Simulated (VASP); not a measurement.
**Al6W: single point with PBE**

The system is Al6W.

```
Al W
1.0
     7.45364    0.00000    0.00000
    -3.72682    6.45504    0.00000
     0.00000    0.00000    4.60743
Al W
12 2
Direct
  0.39278 0.48996 0.75000
  0.24766 0.07787 0.75000
  0.16980 0.24766 0.25000
  0.92213 0.16980 0.75000
  0.75234 0.92213 0.25000
  0.07787 0.83020 0.25000
  0.09717 0.60722 0.75000
  0.83020 0.75234 0.75000
  0.48996 0.09717 0.25000
  0.60722 0.51004 0.25000
  0.51004 0.90283 0.75000
  0.90283 0.39278 0.25000
  0.33333 0.66667 0.25000
  0.66667 0.33333 0.75000
```

| Property | Result |
| --- | --- |
| Program | VASP 6.6.1 |
| Task | single point |
| Functional | PBE |
| Potentials or basis | VASP PAW PBE potentials, release 64 (Al, W_sv) |
| Cutoff | 500 eV |
| k mesh | 6 × 6 × 8 |
| Occupations | gaussian, width 0.1 eV |
| Spin | no spin polarisation |

| Property | Result |
| --- | --- |
| Pressure | 0.0 GPa |
| Largest force | 0.003 eV/Å |
| Band gap on the k mesh | zero (bands 32 and 33 overlap by 0.37 eV) |

Forces on the atoms (eV/Å):
```
Al  -0.002 -0.002  0.000
Al  -0.003  0.001  0.000
Al  -0.003 -0.002  0.000
Al   0.001 -0.003  0.000
Al   0.003 -0.001  0.000
Al  -0.001  0.003  0.000
Al   0.000  0.003  0.000
Al   0.003  0.002  0.000
Al  -0.003  0.001  0.000
Al   0.002  0.002  0.000
Al   0.003 -0.001  0.000
Al   0.000 -0.003  0.000
W    0.000  0.000  0.000
W    0.000  0.000  0.000
```

Levels at points of the mesh, in eV from the Fermi level:
| k point | band 29 | band 30 | band 31 | band 32 | band 33 | band 34 | band 35 | band 36 |
| --- | --- | --- | --- | --- | --- | --- | --- | --- |
| (0.00, 0.00, 0.00) | -0.63 | -0.63 | -0.40 | 0.03 | 0.03 | 0.48 | 0.48 | 0.87 |
| (0.50, 0.00, 0.00) | -0.56 | -0.48 | -0.47 | -0.40 | -0.13 | 0.60 | 0.99 | 1.25 |
| (0.00, 0.00, 0.50) | -0.28 | -0.28 | -0.28 | -0.28 | 0.60 | 0.60 | 2.14 | 2.14 |
| (0.50, 0.00, 0.50) | -0.75 | -0.75 | -0.69 | -0.69 | 1.31 | 1.31 | 1.90 | 1.90 |

Wall time 5.5 min on 1 thread of Oxide Virtual Turin-like Processor, on a shared host, peak memory 0.45 GiB.

Caveat: spin-orbit coupling is left out, which moves the levels of the heavy elements.
